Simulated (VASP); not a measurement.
# Ir (Pm-3m) in VASP: a series of runs

Runs on Ir. Level: LDA. Tasks: single point, relaxation of cell and atoms.

Program: VASP 6.6.1. These are calculated values, not measurements. Logs are shortened: lines on timing, memory, paths and dates and some standing lists are left out, and cuts for length are marked.

## Step 1: The cell of the first run

Symmetry: Pm-3m, No. 221, cubic system. The conventional cell has a = 2.529 Å, b = 2.529 Å, c = 2.529 Å, α = 90.00°, β = 90.00°, γ = 90.00°. Within 3.3 Å of Ir (site symmetry m-3m) lie 6 Ir at 2.53 Å.

## Step 2: Single point, LDA

INCAR

```
  ALGO = Normal
  EDIFF = 1E-6
  ENCUT = 500
  GGA_COMPAT = False
  ISIF = 2
  ISMEAR = -1
  LASPH = True
  LCHARG = False
  LREAL = False
  LWAVE = False
  NBANDS = 10
  NELM = 120
  PREC = Accurate
  SIGMA = 0.05
```

KPOINTS

```
k-points
0
Gamma
  9 9 9
```

POSCAR

```
Ir
1.0
    2.5288680094      0.0000000000      0.0000000000
    0.0000000000      2.5288680094      0.0000000000
    0.0000000000      0.0000000000      2.5288680094
Ir
1
Direct
    0.0000000000      0.0000000000      0.0000000000
```

Potentials or basis: VASP PAW LDA potentials, release 64 (Ir).

Started as:

```sh
> cat potpaw_LDA.64/Ir/POTCAR > POTCAR
> mpirun -np 1 vasp_std > vasp.out
```

OUTCAR:

```text
EDIFF = 1E-6
   ENCUT = 500
   ISIF = 2
   ISMEAR = -1
   LASPH = True
   LREAL = False
   NELM = 120
   PREC = Accurate

 ion  position               nearest neighbor table
   1  0.000  0.000  0.000-

  LATTYP: Found a simple cubic cell.
 ALAT       =     2.5288680094

  Lattice vectors:

 A1 = (   2.5288680094,   0.0000000000,   0.0000000000)
 A2 = (   0.0000000000,   2.5288680094,   0.0000000000)
 A3 = (   0.0000000000,   0.0000000000,   2.5288680094)

Analysis of symmetry for initial positions (statically):
=====================================================================
 Subroutine PRICEL returns:
 Original cell was already a primitive cell.

 Routine SETGRP: Setting up the symmetry group for a
 simple cubic supercell.

 Subroutine GETGRP returns: Found 48 space group operations
 (whereof 48 operations were pure point group operations)
 out of a pool of 48 trial point group operations.

The static configuration has the point symmetry O_h .

Analysis of symmetry for dynamics (positions and initial velocities):
=====================================================================
 Subroutine PRICEL returns:
 Original cell was already a primitive cell.

 Routine SETGRP: Setting up the symmetry group for a
 simple cubic supercell.

 Subroutine GETGRP returns: Found 48 space group operations
 (whereof 48 operations were pure point group operations)
 out of a pool of 48 trial point group operations.

The dynamic configuration has the point symmetry O_h .

 Subroutine INISYM returns: Found 48 space group operations
 (whereof 48 operations are pure point group operations),
 and found     1 'primitive' translations

----------------------------------------------------------------------------------------

                                     Primitive cell

  volume of cell :      16.1725

  direct lattice vectors                    reciprocal lattice vectors
     2.528868009  0.000000000  0.000000000     0.395433845  0.000000000  0.000000000
     0.000000000  2.528868009  0.000000000     0.000000000  0.395433845  0.000000000
     0.000000000  0.000000000  2.528868009     0.000000000  0.000000000  0.395433845

  length of vectors
     2.528868009  2.528868009  2.528868009     0.395433845  0.395433845  0.395433845

  position of ions in fractional coordinates (direct lattice)
     0.000000000  0.000000000  0.000000000

  ion indices of the primitive-cell ions
   primitive index   ion index
                 1           1

----------------------------------------------------------------------------------------

 KPOINTS: k-points

Automatic generation of k-mesh.
 Grid dimensions read from file:
 generate k-points for:    9    9    9

 Generating k-lattice:

  Cartesian coordinates                     Fractional coordinates (reciprocal lattice)
     0.043937094  0.000000000  0.000000000     0.111111111  0.000000000  0.000000000
     0.000000000  0.043937094  0.000000000     0.000000000  0.111111111  0.000000000
     0.000000000  0.000000000  0.043937094     0.000000000  0.000000000  0.111111111

  Length of vectors
     0.043937094  0.043937094  0.043937094

  Shift w.r.t. Gamma in fractional coordinates (k-lattice)
     0.000000000  0.000000000  0.000000000

 Subroutine IBZKPT returns following result:
 ===========================================

 Found     35 irreducible k-points:

 Following reciprocal coordinates:
            Coordinates               Weight
  0.000000  0.000000  0.000000      1.000000
  0.111111  0.000000  0.000000      6.000000
  0.222222  0.000000  0.000000      6.000000
  0.333333  0.000000  0.000000      6.000000
  0.444444  0.000000  0.000000      6.000000
  0.111111  0.111111  0.000000     12.000000
[... 16 lines left out ...]
  0.333333  0.333333  0.111111     24.000000
  0.444444  0.333333  0.111111     48.000000
 [... further k-points ...]
   k-points           NKPTS =     35   k-points in BZ     NKDIM =     35   number of bands    NBANDS=     10
   number of dos      NEDOS =    301   number of ions     NIONS =      1
   total plane-waves  NPLWV =   5832
   dimension x,y,z NGX =    18 NGY =   18 NGZ =   18
   dimension x,y,z NGXF=    36 NGYF=   36 NGZF=   36
   ions per type =               1
   NGX,Y,Z   is equivalent  to a cutoff of  11.83, 11.83, 11.83 a.u.
   NGXF,Y,Z  is equivalent  to a cutoff of  23.67, 23.67, 23.67 a.u.
 SYSTEM =  unknown system
   PREC   = accura    normal or accurate (medium, high low for compatibility)
   ISTART =      0    job   : 0-new  1-cont  2-samecut
   ICHARG =      2    charge: 1-file 2-atom 10-const
   ISPIN  =      1    spin polarized calculation?
   LNONCOLLINEAR =      F non collinear calculations
   LSORBIT =      F    spin-orbit coupling
   LASPH  =      T    aspherical Exc in radial PAW
   ENCUT  =  500.0 eV  36.75 Ry    6.06 a.u.   4.61  4.61  4.61*2*pi/ulx,y,z
   NELM   =    120;   NELMIN=  2; NELMDL= -5     # of ELM steps
   EDIFF  = 0.1E-05   stopping-criterion for ELM
   LREAL  =      F    real-space projection
   EDIFFG = 0.1E-04   stopping-criterion for IOM
   NSW    =      0    number of steps for IOM
   IBRION =     -1    ionic relax: 0-MD 1-quasi-New 2-CG
   NFREE  =      0    steps in history (QN), initial steepest desc. (CG)
   ISIF   =      2    stress and relaxation
   ISYM   =      2    0-nonsym 1-usesym 2-fastsym
   POTIM  = 0.5000    time-step for ionic-motion
   TEBEG  =    0.0;   TEEND  =   0.0 temperature during run
   PSTRESS=    0.0 pullay stress
   NELECT =       9.0000    total number of electrons
   NUPDOWN=      -1.0000    fix difference up-down
   EMIN   =  10.00;   EMAX   =-10.00  energy-range for DOS
   EFERMI =   0.00;   METHOD = LEGACY
   ISMEAR =    -1;   SIGMA  =   0.05  broadening in eV -4-tet -1-fermi 0-gaus
   EFERMI_NEDOS =   21; number of points for ismear=-14 and -15
   IALGO  =     38    algorithm
   IMIX   =      4    mixing-type and parameters
     AMIX     =   0.40;   BMIX     =  1.00
     AMIX_MAG =   1.60;   BMIX_MAG =  1.00
  volume/ion in A,a.u.               =      16.17       109.14
  Fermi-wavevector in a.u.,A,eV,Ry     =   1.346572  2.544652 24.670839  1.813256
  Thomas-Fermi vector in A             =   2.474393
   LORBIT       =      0    0 simple, 1 ext, 2 COOP (PROOUT), +10 PAW based schemes
   GGA     = CA    functional components
   LHFCALC =     F    Hartree Fock is set to
   AEXX    =    0.0000 exact exchange contribution
   IVDW    =     0    specifies the selected vdW correction
   LEPSILON=     F    determine dielectric tensor
   LRPA    =     F    only Hartree local field effects (RPA)
 non-spin polarized calculation
  energy-cutoff  :      500.00
  volume of cell :       16.17
 maximum number of plane-waves:       437
   NGX =  9   NGY =  9   NGZ =  9

 number of electron       9.0000001 magnetization

 Free energy of the ion-electron system (eV)
  ---------------------------------------------------
  ext. energy  EPLUGINS =         0.00000000
  ---------------------------------------------------
  free energy    TOTEN  =        -9.17865379 eV

  energy without entropy =       -9.16046674  energy(sigma->0) =       -9.16956026

 E-fermi :   8.0376     XC(G=0): -13.2169

 val. band max:        8.0230988925   @ k =   0.2222   0.0000   0.0000
 cond. band min:       8.0664758517   @ k =   0.2222   0.1111   0.0000
 fundamental gap:      0.0433769593
 Fermi energy:         8.0375759952

 k-point     1 :       0.0000    0.0000    0.0000
  band No.  band energies     occupation
      1      -1.5155      2.00000
      2       1.6414      2.00000
      3       1.6414      2.00000
      4       9.4444      0.00000
      5       9.4444      0.00000
      6       9.4444      0.00000
      7      23.8853      0.00000
      8      23.8853      0.00000
      9      23.8853      0.00000
     10      30.1447      0.00000

 k-point     2 :       0.1111    0.0000    0.0000
  band No.  band energies     occupation
      1      -1.1291      2.00000
      2       1.7252      2.00000
      3       2.0454      2.00000
      4       9.0027      0.00000
      5       9.0027      0.00000
      6       9.4790      0.00000
      7      21.7769      0.00000
      8      24.6237      0.00000
      9      24.6237      0.00000
     10      30.7543      0.00000

 k-point     3 :       0.2222    0.0000    0.0000
  band No.  band energies     occupation
      1      -0.2090      2.00000
      2       1.9441      2.00000
      3       3.2959      2.00000
      4       8.0231      1.14377
      5       8.0231      1.14377
      6       9.5673      0.00000
      7      18.5516      0.00000
      8      26.4268      0.00000
      9      26.4268      0.00000
     10      27.8776      0.00000

 k-point     4 :       0.3333    0.0000    0.0000
  band No.  band energies     occupation
      1       0.7747      2.00000
      2       2.2069      2.00000
      3       5.1813      2.00000
      4       7.0772      2.00000
      5       7.0772      2.00000
      6       9.6695      0.00000
      7      15.9365      0.00000
      8      25.7011      0.00000
      9      28.5517      0.00000
     10      28.5517      0.00000
[... 222 lines left out ...]
 k-point    22 :       0.4444    0.2222    0.1111
  band No.  band energies     occupation
      1       2.8636      2.00000
      2       3.3245      2.00000
      3       4.7149      2.00000
      4       5.8074      2.00000
      5       8.0200      1.17437
      6      10.5596      0.00000
      7      15.1666      0.00000
      8      24.4986      0.00000
      9      26.4248      0.00000
     10      27.4573      0.00000

 k-point    23 :       0.3333    0.3333    0.1111
  band No.  band energies     occupation
      1       2.3982      2.00000
      2       3.2372      2.00000
      3       6.3054      2.00000
      4       6.3661      2.00000
      5       7.5944      1.99972
      6       8.8239      0.00000
      7      18.1227      0.00000
      8      20.9230      0.00000
      9      26.6500      0.00000
     10      28.4966      0.00000

 k-point    24 :       0.4444    0.3333    0.1111
  band No.  band energies     occupation
      1       2.0762      2.00000
      2       3.3863      2.00000
      3       6.0015      2.00000
      4       6.4878      2.00000
      5       8.1217      0.31351
      6      11.5793      0.00000
      7      15.4943      0.00000
      8      22.0951      0.00000
      9      24.3207      0.00000
     10      28.5158      0.00000

 [... further k-points ...]

------------------------ aborting loop because EDIFF is reached ----------------------------------------

  FORCE on cell =-STRESS in cart. coord.  units (eV):
  Direction    XX          YY          ZZ          XY          YZ          ZX
  --------------------------------------------------------------------------------------
  -------------------------------------------------------------------------------------
  Total        0.1467932      0.1467932      0.1467932      0.0000000      0.0000000     -0.0000000
  in kB       14.5424622     14.5424622     14.5424622      0.0000000      0.0000000     -0.0000000
  external PRESSURE =      14.5424622 kB  Pullay stress =       0.0000000 kB

 VOLUME and BASIS-vectors are now :
 -----------------------------------------------------------------------------
  energy-cutoff  :      500.00
  volume of cell :       16.17
      direct lattice vectors                 reciprocal lattice vectors
     2.528868009  0.000000000  0.000000000     0.395433845  0.000000000  0.000000000
     0.000000000  2.528868009  0.000000000     0.000000000  0.395433845  0.000000000
     0.000000000  0.000000000  2.528868009     0.000000000  0.000000000  0.395433845

 POSITION                                       TOTAL-FORCE (eV/Angst)
 -----------------------------------------------------------------------------------
      0.00000      0.00000      0.00000         0.000000      0.000000      0.000000
 -----------------------------------------------------------------------------------
    total drift:                                0.000000      0.000000      0.000000

  FREE ENERGIE OF THE ION-ELECTRON SYSTEM (eV)
  ---------------------------------------------------
  free  energy   TOTEN  =        -9.1786537869 eV

  energy  without entropy=       -9.1604667399  energy(sigma->0) =       -9.16956026
```

Run time: 2.7 s. Hardware: 1 thread of Intel Xeon Platinum 8559C (Emerald Rapids), shared host; peak memory 0.11 GiB.

Results:

```
Free energy : -9.1787 eV
Pressure    : 1.5 GPa
```

Levels at points of the mesh, in eV from the Fermi level:
| k point | band 3 | band 4 | band 5 | band 6 | band 7 | band 8 |
| --- | --- | --- | --- | --- | --- | --- |
| (0.00, 0.00, 0.00) | -6.40 | 1.41 | 1.41 | 1.41 | 15.85 | 15.85 |

Caveat: spin-orbit coupling is left out, which moves the levels of the heavy elements.

## Step 3: Single point, LDA

This run uses another cell than the first one, of 16.33 Å³/atom, 1.010 times its volume.

INCAR

```
SYSTEM = Ir
PREC = Accurate
ENCUT = 500
EDIFF = 1E-6
ISMEAR = -1
SIGMA = 0.05
LREAL = .FALSE.
LASPH = .TRUE.
NELM = 120
ALGO = Normal
ISIF = 2
LWAVE = .FALSE.
LCHARG = .FALSE.
NBANDS = 10
GGA_COMPAT = .FALSE.
```

KPOINTS

```
regular mesh
0
G
  9 9 9
  0 0 0
```

POSCAR

```
Ir
1.0
    2.5372696260      0.0000000000      0.0000000000
    0.0000000000      2.5372696260      0.0000000000
    0.0000000000      0.0000000000      2.5372696260
Ir
1
Direct
    0.0000000000      0.0000000000      0.0000000000
```

Potentials or basis: VASP PAW LDA potentials, release 64 (Ir).

Started as:

```sh
> cat potpaw_LDA.64/Ir/POTCAR > POTCAR
> mpirun -np 1 vasp_std > vasp.out
```

OUTCAR:

```text
SYSTEM = Ir
   PREC = Accurate
   ENCUT = 500
   EDIFF = 1E-6
   ISMEAR = -1
   LREAL = .FALSE.
   LASPH = .TRUE.
   NELM = 120
   ISIF = 2

 ion  position               nearest neighbor table
   1  0.000  0.000  0.000-

  LATTYP: Found a simple cubic cell.
 ALAT       =     2.5372696260

  Lattice vectors:

 A1 = (   2.5372696260,   0.0000000000,   0.0000000000)
 A2 = (   0.0000000000,   2.5372696260,   0.0000000000)
 A3 = (   0.0000000000,   0.0000000000,   2.5372696260)

[... 490 lines left out ...]

 [... further k-points ...]

------------------------ aborting loop because EDIFF is reached ----------------------------------------

  FORCE on cell =-STRESS in cart. coord.  units (eV):
  Direction    XX          YY          ZZ          XY          YZ          ZX
  --------------------------------------------------------------------------------------
  -------------------------------------------------------------------------------------
  Total       -0.1430499     -0.1430499     -0.1430499     -0.0000000     -0.0000000      0.0000000
  in kB      -14.0313164    -14.0313164    -14.0313164     -0.0000000     -0.0000000      0.0000000
  external PRESSURE =     -14.0313164 kB  Pullay stress =       0.0000000 kB

 VOLUME and BASIS-vectors are now :
 -----------------------------------------------------------------------------
  energy-cutoff  :      500.00
  volume of cell :       16.33
      direct lattice vectors                 reciprocal lattice vectors
     2.537269626  0.000000000  0.000000000     0.394124452  0.000000000  0.000000000
     0.000000000  2.537269626  0.000000000     0.000000000  0.394124452  0.000000000
     0.000000000  0.000000000  2.537269626     0.000000000  0.000000000  0.394124452

 POSITION                                       TOTAL-FORCE (eV/Angst)
 -----------------------------------------------------------------------------------
      0.00000      0.00000      0.00000         0.000000      0.000000      0.000000
 -----------------------------------------------------------------------------------
    total drift:                                0.000000      0.000000      0.000000

  FREE ENERGIE OF THE ION-ELECTRON SYSTEM (eV)
  ---------------------------------------------------
  free  energy   TOTEN  =        -9.1787411458 eV

  energy  without entropy=       -9.1603763175  energy(sigma->0) =       -9.16955873
```

It took 3 s on 1 thread of Intel Xeon Platinum 8559C (Emerald Rapids), shared host; peak memory 0.12 GiB.

What came out:

| Property | Result |
| --- | --- |
| Free energy | -9.1787 eV |
| Pressure | -1.4 GPa |

Levels at points of the mesh, in eV from the Fermi level:
| k point | band 1 | band 2 | band 3 | band 4 | band 5 | band 6 | band 7 | band 8 | band 9 | band 10 |
| --- | --- | --- | --- | --- | --- | --- | --- | --- | --- | --- |
| (0.00, 0.00, 0.00) | -9.46 | -6.31 | -6.31 | 1.38 | 1.38 | 1.38 | 15.78 | 15.78 | 15.78 | 21.99 |

Caveat: spin-orbit coupling is left out, which moves the levels of the heavy elements.

## Step 4: Relaxation of cell and atoms, LDA

This run uses another cell than the first one, of 15.44 Å³/atom, 0.955 times its volume.

INCAR

```
PREC = Accurate ; ENCUT = 500
EDIFF = 1E-7 ; ISMEAR = -1
SIGMA = 0.05 ; LREAL = F
LASPH = T ; NELM = 120
ALGO = Normal ; ISIF = 3
LWAVE = F ; LCHARG = F
IBRION = 2 ; NSW = 60
EDIFFG = -0.01 ; GGA_COMPAT = F
NELMIN = 4
```

KPOINTS

```
Automatic mesh
0
Gamma
  9 9 9
```

POSCAR

```
Ir
1.0
    2.4900000000      0.0000000000      0.0000000000
    0.0000000000      2.4900000000      0.0000000000
    0.0000000000      0.0000000000      2.4900000000
Ir
1
Direct
    0.0000000000      0.0000000000      0.0000000000
```

Started as:

```sh
> cat potpaw_LDA.64/Ir/POTCAR > POTCAR
> mpirun -np 1 vasp_std > vasp.out
```

It took 39 s on 1 thread of Intel Xeon 8259CL, shared host; peak memory 0.12 GiB.

The run converged. Its results:

```yaml
Free_energy: -9.1785 eV
Relaxed_volume: 16.25 Å³/atom
Relaxed_cell: a = 2.533 Å, b = 2.533 Å, c = 2.533 Å, α = 90.00°, β = 90.00°, γ = 90.00°
Space_group_after_relaxing_to_0.05_Å: Pm-3m (No. 221)
Energy_gained_by_relaxing: 40.4 meV/atom
Ionic_steps: 15
Pressure_after_relaxing: 0.1 GPa
```

The path:
| step | energy change (eV) | largest force (eV/Å) | pressure (GPa) | volume (Å³) |
| --- | --- | --- | --- | --- |
| 1 | 0.0000 | 0.0000 | 16.74 | 15.44 |
| 2 | 0.3283 | 0.0000 | -32.21 | 19.33 |
| 3 | -0.0402 | 0.0000 | -1.12 | 16.32 |
| 4 | -0.0404 | 0.0000 | -0.11 | 16.26 |
| 5 | -0.0404 | 0.0000 | 0.20 | 16.24 |
| 6 | -0.0404 | 0.0000 | 0.19 | 16.24 |
| 7 | -0.0404 | 0.0000 | 0.17 | 16.24 |
| 8 | -0.0404 | 0.0000 | 0.16 | 16.24 |
| 9 | -0.0404 | 0.0000 | 0.16 | 16.24 |
| 10 | -0.0404 | 0.0000 | 0.16 | 16.24 |
| 11 | -0.0404 | 0.0000 | 0.16 | 16.24 |
| 12 | -0.0404 | 0.0000 | 0.16 | 16.24 |
| 13 | -0.0404 | 0.0000 | 0.15 | 16.24 |
| 14 | -0.0404 | 0.0000 | 0.13 | 16.25 |
| 15 | -0.0404 | 0.0000 | 0.09 | 16.25 |

Final structure:
```xyz
1
Lattice="2.5328 0.0000 0.0000 0.0000 2.5328 0.0000 0.0000 0.0000 2.5328" Properties=species:S:1:pos:R:3 pbc="T T T"
Ir    0.0000    0.0000    0.0000
```

Levels at points of the mesh, in eV from the Fermi level:
```
           k point  band 3  band 4  band 5  band 6  band 7  band 8
(0.00, 0.00, 0.00)   -6.35    1.40    1.40    1.40   15.82   15.82
```

Caveat: spin-orbit coupling is left out, which moves the levels of the heavy elements.

(Continued in part 2 of 2.)
